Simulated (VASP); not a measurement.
# Bi2H in VASP: single point with PBE+D3(BJ)

Aim: the single point of Bi2H with PBE+D3(BJ).

Program: VASP 6.6.1. These are calculated values, not measurements. Logs are shortened: lines on timing, memory, paths and dates and some standing lists are left out, and cuts for length are marked.

### 1 The cell of the first run

The cell holds a slab with vacuum, 3 atoms: a = 4.279 Å, b = 4.279 Å, c = 17.247 Å, α = 90.00°, β = 90.00°, γ = 120.00°.

### 2 Single point, PBE+D3(BJ), collinear spin

INCAR

```
SYSTEM = Bi2H
PREC = Accurate
ENCUT = 520
EDIFF = 1E-7
ISMEAR = 0
SIGMA = 0.05
LREAL = .FALSE.
LASPH = .TRUE.
NELM = 150
ALGO = Normal
ISIF = 2
LWAVE = .FALSE.
LCHARG = .FALSE.
ISPIN = 2
MAGMOM = 0 0 1
LORBIT = 11
LDIPOL = .TRUE.
IDIPOL = 3
DIPOL = 0.5 0.5 0.331
GGA = PE
IVDW = 12
NBANDS = 26
```

KPOINTS

```
regular mesh
0
G
  6 6 1
  0 0 0
```

POSCAR

```
Bi2H
1.0
    4.2790193530      0.0000000000      0.0000000000
   -2.1395096765      3.7057394630      0.0000000000
    0.0000000000      0.0000000000     17.2471505494
Bi H
2 1
Direct
    0.3333333333      0.6666666667      0.3332231914
    0.6666666667      0.3333333333      0.2319223682
    0.3333333333      0.8888888889      0.4275235077
```

Potentials or basis: VASP PAW PBE potentials, release 64 (Bi_d, H).

Command:

```bash
$ cat potpaw_PBE.64/Bi_d/POTCAR potpaw_PBE.64/H/POTCAR > POTCAR
$ mpirun -np 1 vasp_std > vasp.out
```

OUTCAR:

```text
SYSTEM = Bi2H
   PREC = Accurate
   ENCUT = 520
   EDIFF = 1E-7
   ISMEAR = 0
   LREAL = .FALSE.
   LASPH = .TRUE.
   NELM = 150
   ISIF = 2
   ISPIN = 2
   LORBIT = 11
   GGA = PE
   IVDW = 12
 IVDW          = 12

 ion  position               nearest neighbor table
   1  0.333  0.667  0.333-   3 1.88   2 3.03   2 3.03   2 3.03
   2  0.667  0.333  0.232-   1 3.03   1 3.03   1 3.03
   3  0.333  0.889  0.428-   1 1.88

  LATTYP: Found a hexagonal cell.
 ALAT       =     4.2790193530
 C/A-ratio  =     4.0306315832

  Lattice vectors:

 A1 = (   4.2790193530,   0.0000000000,   0.0000000000)
 A2 = (  -2.1395096765,   3.7057394630,   0.0000000000)
 A3 = (   0.0000000000,   0.0000000000,  17.2471505494)

Analysis of symmetry for initial positions (statically):
=====================================================================
 Subroutine PRICEL returns:
 Original cell was already a primitive cell.

 Routine SETGRP: Setting up the symmetry group for a
 hexagonal supercell.

 Subroutine GETGRP returns: Found  1 space group operations
 (whereof  1 operations were pure point group operations)
 out of a pool of 24 trial point group operations.

The static configuration has the point symmetry C_1 .

Analysis of symmetry for dynamics (positions and initial velocities):
=====================================================================
 Subroutine PRICEL returns:
 Original cell was already a primitive cell.

 Routine SETGRP: Setting up the symmetry group for a
 hexagonal supercell.

 Subroutine GETGRP returns: Found  1 space group operations
 (whereof  1 operations were pure point group operations)
 out of a pool of 24 trial point group operations.

The dynamic configuration has the point symmetry C_1 .

Analysis of structural, dynamic, and magnetic symmetry:
=====================================================================
 Subroutine PRICEL returns:
 Original cell was already a primitive cell.

 Routine SETGRP: Setting up the symmetry group for a
 hexagonal supercell.

 Subroutine GETGRP returns: Found  1 space group operations
 (whereof  1 operations were pure point group operations)
 out of a pool of 24 trial point group operations.

The overall configuration has the point symmetry C_1 .

 Subroutine INISYM returns: Found  1 space group operations
 (whereof  1 operations are pure point group operations),
 and found     1 'primitive' translations

----------------------------------------------------------------------------------------
[... 122 lines left out ...]
 Gauss-broadening in eV      SIGMA  =   0.05
  energy-cutoff  :      520.00
  volume of cell :      273.49
 maximum number of plane-waves:      7388
   NGX = 15   NGY = 15   NGZ = 65

 dipolmoment           0.000000      0.000000     -0.000356 electrons x Angstroem

 number of electron      31.0000003 magnetization      -0.0002853

 number of electron      31.0000003 magnetization       0.0000037

 dipolmoment           0.000000      0.000000      0.058237 electrons x Angstroem

 Free energy of the ion-electron system (eV)
  ---------------------------------------------------
  ext. energy  EPLUGINS =         0.00000000
  ---------------------------------------------------
  free energy    TOTEN  =        -9.49111115 eV

  energy without entropy =       -9.49041620  energy(sigma->0) =       -9.49076368

 E-fermi :  -1.3764     XC(G=0):  -3.4037

 val. band max:       -1.4240726292   @ k =   0.0000   0.0000   0.0000
 cond. band min:      -1.3155170622   @ k =   0.3333   0.1667   0.0000
 fundamental gap:      0.1085555670
 Fermi energy:        -1.3763858198

 spin component 1

 k-point     1 :       0.0000    0.0000    0.0000
  band No.  band energies     occupation
      1     -24.4906      1.00000
      2     -24.4823      1.00000
      3     -24.3564      1.00000
      4     -24.3464      1.00000
      5     -24.3350      1.00000
      6     -24.1771      1.00000
[... 569 lines left out ...]
     25       5.9356      0.00000
     26       6.3012      0.00000
 Fermi energy:        -1.3763858198

 spin component 2

 k-point     1 :       0.0000    0.0000    0.0000
  band No.  band energies     occupation
      1     -24.4906      1.00000
      2     -24.4823      1.00000
      3     -24.3564      1.00000
      4     -24.3464      1.00000
      5     -24.3350      1.00000
      6     -24.1771      1.00000
[... 569 lines left out ...]
     25       5.9358      0.00000
     26       6.3128      0.00000

------------------------ aborting loop because EDIFF is reached ----------------------------------------

 vacuum level on the upper side and lower side of the slab       (xc-potential included)         0.328        -0.311

 Edisp (eV)   -0.50444

 E8    (eV) :    -0.2555

  FORCE on cell =-STRESS in cart. coord.  units (eV):
  Direction    XX          YY          ZZ          XY          YZ          ZX
  --------------------------------------------------------------------------------------
  -------------------------------------------------------------------------------------
  Total       1.29307     0.23936     0.43051    -0.46923     0.59351    -0.86126
  in kB       7.57522     1.40223     2.52205    -2.74892     3.47696    -5.04554
  external pressure =        3.83 kB  Pullay stress =        0.00 kB

 VOLUME and BASIS-vectors are now :
 -----------------------------------------------------------------------------
  energy-cutoff  :      520.00
  volume of cell :      273.49
      direct lattice vectors                 reciprocal lattice vectors
     4.279019353  0.000000000  0.000000000     0.233698406  0.134925837  0.000000000
    -2.139509676  3.705739463  0.000000000     0.000000000  0.269851675  0.000000000
     0.000000000  0.000000000 17.247150549     0.000000000  0.000000000  0.057980592

 POSITION                                       TOTAL-FORCE (eV/Angst)
 -----------------------------------------------------------------------------------
     -0.00000      2.47049      5.74715        -0.328782      0.296812      0.262806
      2.13951      1.23525      4.00000         0.413867     -0.319138     -0.269359
     -0.47545      3.29399      7.37356        -0.085085      0.022326      0.006553
 -----------------------------------------------------------------------------------
    total drift:                               -0.000013     -0.000006     -0.001593

  FREE ENERGIE OF THE ION-ELECTRON SYSTEM (eV)
  ---------------------------------------------------
  free  energy   TOTEN  =        -9.9955517848 eV

  energy  without entropy=       -9.9948568329  energy(sigma->0) =       -9.99520431

 vacuum level on the upper side and lower side of the slab         3.099         2.387

 total charge

# of ion       s       p       d       tot
------------------------------------------
    1        1.514   1.415   9.929  12.858
    2        1.530   1.358   9.908  12.796
    3        0.482   0.007   0.000   0.489
--------------------------------------------------
tot          3.526   2.780  19.837  26.144

 magnetization (x)

# of ion       s       p       d       tot
------------------------------------------
    1        0.000   0.000  -0.000   0.000
    2        0.000   0.000   0.000   0.000
    3       -0.000  -0.000   0.000  -0.000
--------------------------------------------------
tot         -0.000   0.000  -0.000   0.000
```

OSZICAR:

```text
N       E                     dE             d eps       ncg     rms          rms(c)
DAV:   1     0.256043608552E+03    0.25604E+03   -0.14466E+04  2424   0.970E+02
DAV:   2     0.122890475207E+02   -0.24375E+03   -0.23717E+03  2376   0.270E+02
DAV:   3    -0.782692730654E+01   -0.20116E+02   -0.19988E+02  2580   0.102E+02
[... 22 lines left out ...]
DAV:  26    -0.949111044889E+01   -0.17337E-06   -0.24457E-07  1950   0.291E-03    0.215E-04
DAV:  27    -0.949111063138E+01   -0.18249E-06   -0.78229E-08  1882   0.180E-03    0.105E-04
DAV:  28    -0.949111088496E+01   -0.25358E-06   -0.25362E-08  1734   0.888E-04    0.801E-05
DAV:  29    -0.949111105369E+01   -0.16874E-06   -0.70372E-09  1638   0.545E-04    0.657E-05
DAV:  30    -0.949111115161E+01   -0.97919E-07   -0.37032E-09  1570   0.308E-04
   1 F= -.99955518E+01 E0= -.99952043E+01  d E =-.694952E-03  mag=    -0.0000
```

stdout:

```text
POSCAR found type information on POSCAR BiH
 POSCAR found :  2 types and       3 ions
 scaLAPACK will be used
 LDA part: xc-table for (Slater+PW92), standard interpolation
 POSCAR, INCAR and KPOINTS ok, starting setup
 FFT: planning ... GRIDC
 FFT: planning ... GRID_SOFT
 FFT: planning ... GRID
 WAVECAR not read
 entering main loop
```

Wall time 3.8 min (1 thread of Intel Xeon 6975P-C (Granite Rapids), shared host); peak memory 0.57 GiB.

Results:

| Quantity | Value |
| --- | --- |
| Free energy | -9.9956 eV |
| Largest force | 0.588 eV/Å |
| Net moment | 0.00 μB per cell |
| Valence electrons inside the program's atomic spheres | Bi 12.86, 12.80; H 0.49 |
| Dispersion energy per atom | -0.168 eV |

Forces on the atoms (eV/Å):
```
Bi  -0.329  0.297  0.263
Bi   0.414 -0.319 -0.269
H   -0.085  0.022  0.007
```

Caveat: spin-orbit coupling is left out, which moves the levels of the heavy elements.
